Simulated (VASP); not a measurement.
Runs of VASP 6.6.1 on ZrN. The structure is that of space group Fm-3m (No. 225), or close to it. The cells are those of the table. 

| fixed moment (μB) | cell | pressure (GPa) | moment (μB) |
| --- | --- | --- | --- |
| 0.1 | a = 3.249 Å, angles 60.0°, 2 atoms | (b) | 0.10 |
| 0.8 | a = 3.216 Å, angles 60.0°, 2 atoms | (a) | 0.80 |
| 0.5 | a = 3.281 Å, angles 60.0°, 2 atoms | -5.4 | 0.50 |
| 0.8 | a = 3.313 Å, angles 60.0°, 2 atoms | -9.1 | 0.80 |
| 0.2 | a = 3.216 Å, angles 60.0°, 2 atoms | 8.4 | 0.20 |

Alike in all rows: task single point; level PBE; potentials or basis VASP PAW PBE potentials, release 64 (Zr_sv, N); spin collinear; k mesh 18 × 18 × 18; cutoff (eV) 600; smearing gaussian 0.15 eV.

Problem. Fill in the values left out.

Solution. (a) 12.4; (b) 0.2.

Caveats: the total moment is fixed, so each spin has its own Fermi level and the state may be an excited one; the cell stands under pressure (at least some runs); the cell stands under tension (at least some runs).
